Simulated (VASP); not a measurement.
A run of VASP 6.6.1 is set up as follows.

INCAR

```
PREC     = Accurate       # precision mode
ENCUT    = 520            # plane-wave cutoff, eV
EDIFF    = 1E-6           # SCF threshold, eV
ISMEAR   = -1             # smearing method
SIGMA    = 0.05           # smearing width, eV
LREAL    = False          # projectors in reciprocal space
LASPH    = True           # aspherical terms in the spheres
NELM     = 80             # most SCF steps
ALGO     = Normal         # electronic algorithm
ISIF     = 2              # what is computed and relaxed
LWAVE    = False          # write WAVECAR
LCHARG   = True           # write CHGCAR
GGA      = PS             # functional
IVDW     = 13             # dispersion correction
LELF     = True           # ELF
LVHAR    = True         
NBANDS   = 10             # bands
```

The input KPOINTS:

```
regular mesh
0
Gamma
  7 7 7
```

POSCAR

```
K
1.0
   -2.5961572540      2.5961572540      2.5961572540
    2.5961572540     -2.5961572540      2.5961572540
    2.5961572540      2.5961572540     -2.5961572540
K
1
Direct
    0.0000000000      0.0000000000      0.0000000000
```

Potentials or basis: VASP PAW PBE potentials, release 64 (K_sv).

The run is started by

```console
$ cat potpaw_PBE.64/K_sv/POTCAR > POTCAR
$ mpirun -np 1 vasp_std > vasp.out
```

(1) What does it give for the dispersion energy per atom?

(2) Predict the pressure.

Results:

(1) -0.041 eV.

(2) 0.0 GPa.

Caveat: the PAW data sets were made with another functional, which shifts forces and pressure a little; pairwise dispersion overbinds metals, which lowers pressure and volume.
